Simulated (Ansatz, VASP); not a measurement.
# BP: VASP beside Ansatz

```
CELL_PARAMETERS angstrom
0.00000 2.26007 2.26007
2.26007 0.00000 2.26007
2.26007 2.26007 0.00000
ATOMIC_POSITIONS crystal
B 0.00000 0.00000 0.00000
P 0.75000 0.75000 0.75000
```

Alike in both runs: task single point; functional PBEsol; k mesh 8 × 8 × 8; no spin polarisation.

|  | VASP | Ansatz |
| --- | --- | --- |
| version | VASP 6.6.1 | Ansatz 0.2.0 |
| potentials or method | VASP PAW PBE potentials, release 64 (B, P) | PAW with Ansatz's default frozen-core files, scalar-relativistic |
| plane-wave cutoff (eV) | 520 | 420 |
| occupations | gaussian, width 0.01 eV | fixed |
| valence electrons in the cell | 8 | 8 |

```tsv
	VASP	Ansatz	Ansatz less VASP
gap on the k mesh at the Fermi level (eV)	1.15	1.15	+0.004
pressure (GPa)	0.1	0.0	-0.10
```

VASP's potentials were made for PBE, not for PBEsol.
